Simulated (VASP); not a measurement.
# TiB2 (P6/mmm) in VASP: a series of runs

Runs on TiB2. Level: PBE. Tasks: single point.

Everything below comes from runs of VASP 6.6.1. Logs are shortened: lines on timing, memory, paths and dates and some standing lists are left out, and cuts for length are marked.

### 1 The cell of the first run

Symmetry: P6/mmm, No. 191, hexagonal system. Conventional cell: a = 3.069 Å, b = 3.069 Å, c = 3.271 Å, α = 90.00°, β = 90.00°, γ = 120.00°. Within 3.2 Å of Ti (site symmetry 6/mmm) lie 12 B at 2.41 Å and 6 Ti at 3.07 Å. Within 2.4 Å of B (site symmetry -6m2) lie 3 B at 1.77 Å.

### 2 Single point, PBE

The input, INCAR:

```
ALGO     = Normal         # electronic algorithm
EDIFF    = 1E-6           # SCF threshold, eV
ENCUT    = 520            # plane-wave cutoff, eV
GGA      = PE             # functional
ISIF     = 2              # what is computed and relaxed
ISMEAR   = -1             # smearing method
LASPH    = T              # aspherical terms in the spheres
LCHARG   = T              # write CHGCAR
LELF     = T              # ELF
LREAL    = F              # projectors in reciprocal space
LVHAR    = T            
LWAVE    = F              # write WAVECAR
NBANDS   = 16             # bands
NELM     = 80             # most SCF steps
PREC     = Accurate       # precision mode
SIGMA    = 0.1            # smearing width, eV
```

The input, KPOINTS:

```
k-points
0
Gamma
  11 11 9
```

The input, POSCAR:

```
TiB2
1.0
    3.0690624661      0.0000000000      0.0000000000
   -1.5345312330      2.6578860582      0.0000000000
    0.0000000000      0.0000000000      3.2708838193
Ti B
1 2
Direct
    0.0000000000      0.0000000000      0.0000000000
    0.3333333333      0.6666666667      0.5000000000
    0.6666666667      0.3333333333      0.5000000000
```

Potentials or basis: VASP PAW PBE potentials, release 64 (Ti_sv, B).

Started as:

```bash
$ cat potpaw_PBE.64/Ti_sv/POTCAR potpaw_PBE.64/B/POTCAR > POTCAR
$ mpirun -np 1 vasp_std > vasp.out
```

OUTCAR:

```text
EDIFF = 1E-6
   ENCUT = 520
   GGA = PE
   ISIF = 2
   ISMEAR = -1
   LASPH = T
   LREAL = F
   NELM = 80
   PREC = Accurate

 ion  position               nearest neighbor table
   1  0.000  0.000  0.000-   2 2.41   2 2.41   3 2.41   3 2.41   2 2.41   3 2.41   2 2.41   3 2.41
                             3 2.41   3 2.41   2 2.41   2 2.41
   2  0.333  0.667  0.500-   3 1.77   3 1.77   3 1.77   1 2.41   1 2.41   1 2.41   1 2.41   1 2.41
                             1 2.41
   3  0.667  0.333  0.500-   2 1.77   2 1.77   2 1.77   1 2.41   1 2.41   1 2.41   1 2.41   1 2.41
                             1 2.41

  LATTYP: Found a hexagonal cell.
 ALAT       =     3.0690624661
 C/A-ratio  =     1.0657599366

  Lattice vectors:

 A1 = (   3.0690624661,   0.0000000000,   0.0000000000)
 A2 = (  -1.5345312330,   2.6578860582,   0.0000000000)
 A3 = (   0.0000000000,   0.0000000000,   3.2708838193)

Analysis of symmetry for initial positions (statically):
=====================================================================
 Subroutine PRICEL returns:
 Original cell was already a primitive cell.

 Routine SETGRP: Setting up the symmetry group for a
 hexagonal supercell.

 Subroutine GETGRP returns: Found 24 space group operations
 (whereof 24 operations were pure point group operations)
 out of a pool of 24 trial point group operations.

The static configuration has the point symmetry D_6h.

Analysis of symmetry for dynamics (positions and initial velocities):
=====================================================================
 Subroutine PRICEL returns:
 Original cell was already a primitive cell.

 Routine SETGRP: Setting up the symmetry group for a
 hexagonal supercell.

 Subroutine GETGRP returns: Found 24 space group operations
 (whereof 24 operations were pure point group operations)
 out of a pool of 24 trial point group operations.

The dynamic configuration has the point symmetry D_6h.

 Subroutine INISYM returns: Found 24 space group operations
 (whereof 24 operations are pure point group operations),
 and found     1 'primitive' translations

----------------------------------------------------------------------------------------

                                     Primitive cell

  volume of cell :      26.6813

  direct lattice vectors                    reciprocal lattice vectors
     3.069062466  0.000000000  0.000000000     0.325832404  0.188119426  0.000000000
    -1.534531233  2.657886058  0.000000000     0.000000000  0.376238852  0.000000000
     0.000000000  0.000000000  3.270883819     0.000000000  0.000000000  0.305727765

  length of vectors
     3.069062466  3.069062463  3.270883819     0.376238852  0.376238852  0.305727765

  position of ions in fractional coordinates (direct lattice)
     0.000000000  0.000000000  0.000000000
     0.333333333  0.666666667  0.500000000
     0.666666667  0.333333333  0.500000000

  ion indices of the primitive-cell ions
   primitive index   ion index
                 1           1
                 2           2
                 3           3

----------------------------------------------------------------------------------------

 KPOINTS: k-points

Automatic generation of k-mesh.
 Grid dimensions read from file:
 generate k-points for:   11   11    9

 Generating k-lattice:

  Cartesian coordinates                     Fractional coordinates (reciprocal lattice)
     0.029621128  0.017101766  0.000000000     0.090909091 -0.000000000  0.000000000
     0.000000000  0.034203532  0.000000000     0.000000000  0.090909091  0.000000000
     0.000000000  0.000000000  0.033969752     0.000000000  0.000000000  0.111111111

  Length of vectors
     0.034203532  0.034203532  0.033969752

  Shift w.r.t. Gamma in fractional coordinates (k-lattice)
     0.000000000  0.000000000  0.000000000

 Subroutine IBZKPT returns following result:
 ===========================================

 Found     80 irreducible k-points:

 Following reciprocal coordinates:
            Coordinates               Weight
  0.000000  0.000000  0.000000      1.000000
  0.090909 -0.000000  0.000000      6.000000
  0.181818 -0.000000  0.000000      6.000000
  0.272727  0.000000  0.000000      6.000000
  0.363636  0.000000  0.000000      6.000000
  0.454545 -0.000000  0.000000      6.000000
[... 16 lines left out ...]
  0.090909  0.090909  0.111111     12.000000
  0.181818  0.090909  0.111111     24.000000
 [... further k-points ...]
   k-points           NKPTS =     80   k-points in BZ     NKDIM =     80   number of bands    NBANDS=     16
   number of dos      NEDOS =    301   number of ions     NIONS =      3
   total plane-waves  NPLWV =  13824
   dimension x,y,z NGX =    24 NGY =   24 NGZ =   24
   dimension x,y,z NGXF=    48 NGYF=   48 NGZF=   48
   ions per type =               1   2
   NGX,Y,Z   is equivalent  to a cutoff of  13.00, 13.00, 12.20 a.u.
   NGXF,Y,Z  is equivalent  to a cutoff of  26.00, 26.00, 24.40 a.u.
 SYSTEM =  unknown system
   PREC   = accura    normal or accurate (medium, high low for compatibility)
   ISTART =      0    job   : 0-new  1-cont  2-samecut
   ICHARG =      2    charge: 1-file 2-atom 10-const
   ISPIN  =      1    spin polarized calculation?
   LNONCOLLINEAR =      F non collinear calculations
   LSORBIT =      F    spin-orbit coupling
   LASPH  =      T    aspherical Exc in radial PAW
   ENCUT  =  520.0 eV  38.22 Ry    6.18 a.u.   5.71  5.71  6.08*2*pi/ulx,y,z
   NELM   =     80;   NELMIN=  2; NELMDL= -5     # of ELM steps
   EDIFF  = 0.1E-05   stopping-criterion for ELM
   LREAL  =      F    real-space projection
   EDIFFG = 0.1E-04   stopping-criterion for IOM
   NSW    =      0    number of steps for IOM
   IBRION =     -1    ionic relax: 0-MD 1-quasi-New 2-CG
   NFREE  =      0    steps in history (QN), initial steepest desc. (CG)
   ISIF   =      2    stress and relaxation
   ISYM   =      2    0-nonsym 1-usesym 2-fastsym
   POTIM  = 0.5000    time-step for ionic-motion
   TEBEG  =    0.0;   TEEND  =   0.0 temperature during run
   PSTRESS=    0.0 pullay stress
   NELECT =      18.0000    total number of electrons
   NUPDOWN=      -1.0000    fix difference up-down
   EMIN   =  10.00;   EMAX   =-10.00  energy-range for DOS
   EFERMI =   0.00;   METHOD = LEGACY
   ISMEAR =    -1;   SIGMA  =   0.10  broadening in eV -4-tet -1-fermi 0-gaus
   EFERMI_NEDOS =   21; number of points for ismear=-14 and -15
   IALGO  =     38    algorithm
   IMIX   =      4    mixing-type and parameters
     AMIX     =   0.40;   BMIX     =  1.00
     AMIX_MAG =   1.60;   BMIX_MAG =  1.00
  volume/ion in A,a.u.               =       8.89        60.02
  Fermi-wavevector in a.u.,A,eV,Ry     =   1.435809  2.713285 28.049047  2.061547
  Thomas-Fermi vector in A             =   2.555066
   LORBIT       =      0    0 simple, 1 ext, 2 COOP (PROOUT), +10 PAW based schemes
   GGA     = PE    functional components
   LHFCALC =     F    Hartree Fock is set to
   AEXX    =    0.0000 exact exchange contribution
   IVDW    =     0    specifies the selected vdW correction
   LEPSILON=     F    determine dielectric tensor
   LRPA    =     F    only Hartree local field effects (RPA)
 non-spin polarized calculation
  energy-cutoff  :      520.00
  volume of cell :       26.68
 maximum number of plane-waves:       730
 NGX is ok and might be reduce to    24
   NGX = 11   NGY = 11   NGZ = 13

 number of electron      18.0000001 magnetization

 Free energy of the ion-electron system (eV)
  ---------------------------------------------------
  ext. energy  EPLUGINS =         0.00000000
  ---------------------------------------------------
  free energy    TOTEN  =       -24.40763003 eV

  energy without entropy =      -24.39456609  energy(sigma->0) =      -24.40109806

 E-fermi :   9.5427     XC(G=0): -12.5809

 val. band max:        9.5308309804   @ k =   0.1818   0.1818   0.1111
 cond. band min:       9.5614660635   @ k =   0.0909  -0.0000   0.3333
 fundamental gap:      0.0306350832
 Fermi energy:         9.5427225805

 k-point     1 :       0.0000    0.0000    0.0000
  band No.  band energies     occupation
      1     -47.4798      2.00000
      2     -23.8206      2.00000
      3     -23.5331      2.00000
      4     -23.5331      2.00000
      5      -3.7129      2.00000
      6       7.0561      2.00000
[... 8 lines left out ...]
     15      15.1765      0.00000
     16      16.1541      0.00000

 k-point     2 :       0.0909   -0.0000    0.0000
  band No.  band energies     occupation
      1     -47.4762      2.00000
      2     -23.8160      2.00000
      3     -23.5616      2.00000
      4     -23.5396      2.00000
      5      -3.5586      2.00000
      6       6.6032      2.00000
[... 8 lines left out ...]
     15      16.0616      0.00000
     16      16.6611      0.00000

 k-point     3 :       0.1818   -0.0000    0.0000
  band No.  band energies     occupation
      1     -47.4664      2.00000
      2     -23.8034      2.00000
      3     -23.6374      2.00000
      4     -23.5570      2.00000
      5      -3.1054      2.00000
      6       5.4715      2.00000
[... 8 lines left out ...]
     15      17.3714      0.00000
     16      17.8450      0.00000

 k-point     4 :       0.2727    0.0000    0.0000
  band No.  band energies     occupation
      1     -47.4537      2.00000
      2     -23.7870      2.00000
      3     -23.7353      2.00000
      4     -23.5797      2.00000
      5      -2.3785      2.00000
      6       4.0400      2.00000
[... 8 lines left out ...]
     15      16.5425      0.00000
     16      18.3352      0.00000
[... 324 lines left out ...]
 k-point    22 :       0.4545   -0.0000    0.1111
  band No.  band energies     occupation
      1     -47.4336      2.00000
      2     -23.8731      2.00000
      3     -23.7804      2.00000
      4     -23.6106      2.00000
      5      -0.1847      2.00000
      6       1.1352      2.00000
[... 8 lines left out ...]
     15      17.2655      0.00000
     16      18.4508      0.00000

 k-point    23 :       0.0909    0.0909    0.1111
  band No.  band energies     occupation
      1     -47.4681      2.00000
      2     -23.8269      2.00000
      3     -23.6100      2.00000
      4     -23.5516      2.00000
      5      -3.1130      2.00000
      6       5.9714      2.00000
[... 8 lines left out ...]
     15      16.8673      0.00000
     16      17.0772      0.00000

 k-point    24 :       0.1818    0.0909    0.1111
  band No.  band energies     occupation
      1     -47.4569      2.00000
      2     -23.8119      2.00000
      3     -23.6921      2.00000
      4     -23.5758      2.00000
      5      -2.5392      2.00000
      6       4.7727      2.00000
[... 8 lines left out ...]
     15      17.0941      0.00000
     16      18.2017      0.00000

 [... further k-points ...]

------------------------ aborting loop because EDIFF is reached ----------------------------------------

  FORCE on cell =-STRESS in cart. coord.  units (eV):
  Direction    XX          YY          ZZ          XY          YZ          ZX
  --------------------------------------------------------------------------------------
  -------------------------------------------------------------------------------------
  Total       -1.5348339     -1.5348339     -1.3453599     -0.0000000      0.0000000      0.0000000
  in kB      -92.1647285    -92.1647283    -80.7870714     -0.0000000      0.0000000      0.0000000
  external PRESSURE =     -88.3721761 kB  Pullay stress =       0.0000000 kB

 VOLUME and BASIS-vectors are now :
 -----------------------------------------------------------------------------
  energy-cutoff  :      520.00
  volume of cell :       26.68
      direct lattice vectors                 reciprocal lattice vectors
     3.069062466  0.000000000  0.000000000     0.325832404  0.188119426  0.000000000
    -1.534531233  2.657886058  0.000000000     0.000000000  0.376238852  0.000000000
     0.000000000  0.000000000  3.270883819     0.000000000  0.000000000  0.305727765

 POSITION                                       TOTAL-FORCE (eV/Angst)
 -----------------------------------------------------------------------------------
      0.00000      0.00000      0.00000         0.000000      0.000000      0.000000
     -0.00000      1.77192      1.63544         0.000000     -0.000000     -0.000000
      1.53453      0.88596      1.63544        -0.000000      0.000000      0.000000
 -----------------------------------------------------------------------------------
    total drift:                               -0.000000      0.000000      0.000000

  FREE ENERGIE OF THE ION-ELECTRON SYSTEM (eV)
  ---------------------------------------------------
  free  energy   TOTEN  =       -24.4076300271 eV

  energy  without entropy=      -24.3945660889  energy(sigma->0) =      -24.40109806
```

Run time: 35 s. Hardware: 1 thread of Intel Xeon 8259CL, shared host; peak memory 0.16 GiB.

Results:

* Free energy: -24.4076 eV
* Pressure: -8.8 GPa
* Band gap on the k mesh: zero (band 9 reaches 9.75 eV, above the bottom of band 10 at 9.33 eV)

### 3 Single point, PBE

This run uses another cell than the first one, of 9.06 Å³/atom, 1.019 times its volume.

The input, INCAR:

```
PREC     = Accurate       # precision mode
ENCUT    = 520            # plane-wave cutoff, eV
EDIFF    = 1E-7           # SCF threshold, eV
ISMEAR   = -1             # smearing method
SIGMA    = 0.1            # smearing width, eV
LREAL    = F              # projectors in reciprocal space
LASPH    = T              # aspherical terms in the spheres
NELM     = 80             # most SCF steps
ALGO     = Normal         # electronic algorithm
ISIF     = 2              # what is computed and relaxed
LWAVE    = F              # write WAVECAR
LCHARG   = T              # write CHGCAR
GGA      = PE             # functional
LELF     = T              # ELF
LVHAR    = T            
NBANDS   = 16             # bands
```

The input, KPOINTS:

```
Automatic mesh
0
Gamma
  11 11 9
```

The input, POSCAR:

```
TiB2
1.0
    3.0886111617      0.0000000000      0.0000000000
   -1.5443055808      2.6748157252      0.0000000000
    0.0000000000      0.0000000000      3.2917180359
Ti B
1 2
Direct
    0.0000000000      0.0000000000      0.0000000000
    0.3333333333      0.6666666667      0.5000000000
    0.6666666667      0.3333333333      0.5000000000
```

Potentials or basis: VASP PAW PBE potentials, release 64 (Ti_sv, B).

Started as:

```bash
$ cat potpaw_PBE.64/Ti_sv/POTCAR potpaw_PBE.64/B/POTCAR > POTCAR
$ mpirun -np 1 vasp_std > vasp.out
```

Wall time 40 s (1 thread of Intel Xeon 8259CL, shared host); peak memory 0.16 GiB.

The run converged. Its results:

```yaml
Free_energy: -24.3729 eV
Pressure: -12.9 GPa
Band_gap_on_the_k_mesh: zero (band 9 reaches 9.54 eV, above the bottom of band 10 at 9.13 eV)
```

Stress tensor (GPa, compression positive):
```
-13.61   0.00   0.00
  0.00 -13.61   0.00
  0.00   0.00 -11.52
```

Levels at points of the mesh, in eV from the Fermi level:
```
           k point  band 6  band 7  band 8  band 9  band 10  band 11  band 12  band 13
(0.00, 0.00, 0.00)   -2.45   -2.45   -2.27   -1.95     1.76     1.76     3.42     3.42
```
